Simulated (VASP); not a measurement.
Runs of VASP 6.6.1 on Cu3Pt. The structure is that of space group Pm-3m (No. 221), or close to it. The cells are those of the table. 

| task | cell | gap on the mesh (eV) | pressure (GPa) |
| --- | --- | --- | --- |
| electric field gradients | a = 3.710, b = 3.710, c = 3.784 Å, 4 atoms | none | -14.2 |
| single point | a = 3.710, b = 3.710, c = 3.636 Å, 4 atoms | none | (a) |
| electric field gradients | a = 3.710, b = 3.710, c = 3.636 Å, 4 atoms | none | -8.0 |
| single point | a = 3.710, b = 3.710, c = 3.784 Å, 4 atoms | none | -14.2 |

Alike in all rows: level LDA; potentials or basis VASP PAW LDA potentials, release 64 (Cu, Pt); no spin polarisation; k mesh 9 × 9 × 9; cutoff (eV) 520; smearing fermi-dirac 0.05 eV.

**Question.** Fill in the values left out.

**Answer.** (a) -7.8.

Caveats: the cell stands under tension; spin-orbit coupling is left out, which moves the levels of the heavy elements.

A k mesh can miss the band edges, and the runs leave out spin-orbit coupling on Pt.

A gap of «none» marks levels without a gap at the run's occupations.
